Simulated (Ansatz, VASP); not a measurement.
# Al2Cu in VASP and in Ansatz

File INCAR:

```
PREC = Accurate ; ENCUT = 600
EDIFF = 1E-6 ; ISMEAR = 0
SIGMA = 0.1 ; LREAL = F
LASPH = T ; NELM = 100
ALGO = Fast ; ISIF = 3
LWAVE = F ; LCHARG = F
GGA = PS ; IBRION = 2
NSW = 100 ; EDIFFG = -0.005
```

File KPOINTS:

```
regular mesh
0
Gamma
  10 10 10
```

File POSCAR:

```
Al2Cu
1.0
   -2.9988978291      2.9988978291      2.3927372905
    2.9988978291     -2.9988978291      2.3927372905
    2.9988978291      2.9988978291     -2.3927372905
Al Cu
4 2
Direct
    0.8413930800      0.6586069200      0.5000000000
    0.6586069200      0.1586069200      0.8172138300
    0.3413930800      0.8413930800      0.1827861700
    0.1586069200      0.3413930800      0.5000000000
    0.2500000000      0.2500000000      0.0000000000
    0.7500000000      0.7500000000      0.0000000000
```

Input for Ansatz:

```yaml
crystal:
  lattice:
    - [-2.9988978291, 2.9988978291, 2.3927372905]
    - [2.9988978291, -2.9988978291, 2.3927372905]
    - [2.9988978291, 2.9988978291, -2.3927372905]
  atoms:
    - { symbol: Al, position: [0.84139308, 0.65860692, 0.5] }
    - { symbol: Al, position: [0.65860692, 0.15860692, 0.81721383] }
    - { symbol: Al, position: [0.34139308, 0.84139308, 0.18278617] }
    - { symbol: Al, position: [0.15860692, 0.34139308, 0.5] }
    - { symbol: Cu, position: [0.25, 0.25, 0.0] }
    - { symbol: Cu, position: [0.75, 0.75, 0.0] }
basis:
  ecutwfc: 420
kpoints:
  mp_grid: { grid: [10, 10, 10] }
hamiltonian:
  xc: pbesol
scf:
  occupations: { method: gaussian, width: 0.1 }
output:
  forces: true
  stress: true
  eigenvalues: true
relax:
  adjacent_minimum: "off"
  f_tol: 0.005
  max_steps: 80
  cell: { stress_tol: 0.05 }
```

Alike in both runs: task relaxation of cell and atoms; functional PBEsol; k mesh 10 × 10 × 10; occupations gaussian, width 0.1 eV; no spin polarisation.

```csv
,VASP,Ansatz
version,VASP 6.6.1,Ansatz 0.2.0
potentials or method,"VASP PAW PBE potentials, release 64 (Al, Cu), cutoff 600 eV","scalar-relativistic, plane waves, PAW"
valence electrons in the cell,34,50
```

Ansatz gave:

```
gap on the k mesh at the Fermi level, each at its own relaxed structure (eV) : none
relaxed volume (Å³/atom)                                                     : 14.45
relaxed cell length with the largest relative difference (Å)                 : 4.877
```

Question: Which values does VASP return?

Answer: gap on the k mesh at the Fermi level, each at its own relaxed structure (eV): none; relaxed volume (Å³/atom): 14.48; relaxed cell length with the largest relative difference (Å): 4.881.

VASP's potentials were made for PBE, not for PBEsol. A gap of «none» marks a metal or a gap that the smearing closes. VASP's potentials hold 34 valence electrons a cell and Ansatz's 50, so a difference there can come from the potentials and not from the codes.
